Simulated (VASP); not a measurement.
A run of VASP 6.6.1 is set up as follows.

POSCAR

```
SnTe
1.0
    0.0000000000      3.3067228241      3.3067228241
    3.3067228241      0.0000000000      3.3067228241
    3.3067228241      3.3067228241      0.0000000000
Sn Te
1 1
Direct
    0.0000000000      0.0000000000      0.0000000000
    0.5000000000      0.5000000000      0.5000000000
```

File INCAR.step1:

```
SYSTEM = SnTe
PREC = Accurate
ENCUT = 520
ISMEAR = 0
SIGMA = 0.01
LREAL = .False.
LASPH = .True.
NELM = 80
NBANDS = 17
GGA = PE
ALGO = Normal
EDIFF = 1E-4
LWAVE = .True.
LCHARG = .False.
```

INCAR.step2

```
SYSTEM = SnTe
PREC = Accurate
ENCUT = 520
EDIFF = 1E-6
ISMEAR = 0
SIGMA = 0.01
LREAL = .False.
LASPH = .True.
NELM = 80
ALGO = Normal
ISIF = 2
LWAVE = .False.
LCHARG = .False.
METAGGA = R2SCAN
LMIXTAU = .True.
NBANDS = 17
ISTART = 1
```

Contents of KPOINTS:

```
regular mesh
0
Gamma
  8 8 8
  0 0 0
```

Potentials or basis: VASP PAW PBE potentials, release 64 (Sn_d, Te).

Run with:

```console
$ cat potpaw_PBE.64/Sn_d/POTCAR potpaw_PBE.64/Te/POTCAR > POTCAR
$ cp INCAR.step1 INCAR
$ mpirun -np 1 vasp_std > vasp.out
$ cp INCAR.step2 INCAR
$ mpirun -np 1 vasp_std > vasp.out
```

Estimate the pressure.

-3.9 GPa.

Estimate the band gap on the k mesh.

0.44 eV, direct.

Caveat: the cell differs from its parent crystal (strain +3.7%); the PAW data sets were made with another functional, which shifts forces and pressure a little; spin-orbit coupling is left out, which moves the levels of the heavy elements. A k mesh can miss the band edges.
